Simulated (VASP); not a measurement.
Runs of VASP 6.6.1 on InP. The structure is that of space group F-43m (No. 216), or close to it. The cells are those of the table. 

```csv
cell,k mesh,gap on the mesh (eV),pressure (GPa)
"relaxed from a = 4.175 Å, angles 60.0°, 2 atoms",8 × 8 × 8,1.04,0.0
"relaxed to 25 GPa from a = 3.894 Å, angles 60.0°, 2 atoms",8 × 8 × 8,(a),25.0
"relaxed to -1 GPa from a = 4.191 Å, angles 60.0°, 2 atoms",8 × 8 × 8,0.95,-1.0
"relaxed to 12 GPa from a = 3.997 Å, angles 60.0°, 2 atoms",8 × 8 × 8,1.79,12.0
"relaxed to 4 GPa from a = 4.103 Å, angles 60.0°, 2 atoms",8 × 8 × 8,1.34,4.0
"relaxed to 90 GPa from a = 3.627 Å, angles 60.0°, 2 atoms",10 × 10 × 10,0.90,90.1
"relaxed to 1 GPa from a = 4.163 Å, angles 60.0°, 2 atoms",8 × 8 × 8,(b),1.0
```

Alike in all rows: task relaxation of cell and atoms; level r2SCAN; potentials or basis VASP PAW PBE potentials, release 64 (In_d, P); no spin polarisation; cutoff (eV) 600; smearing gaussian 0.02 eV.

Q: Fill in the values left out.

A: (a) 1.60; (b) 1.12.

Caveats: the PAW data sets were made with another functional, which shifts forces and pressure a little; spin-orbit coupling is left out, which moves the levels of the heavy elements; the cell is relaxed towards a set pressure, so the run minimises the enthalpy, not the energy (at least some runs); the relaxation stopped at its first step, so nothing moved (at least some runs).

A k mesh can miss the band edges, and the runs leave out spin-orbit coupling on In.
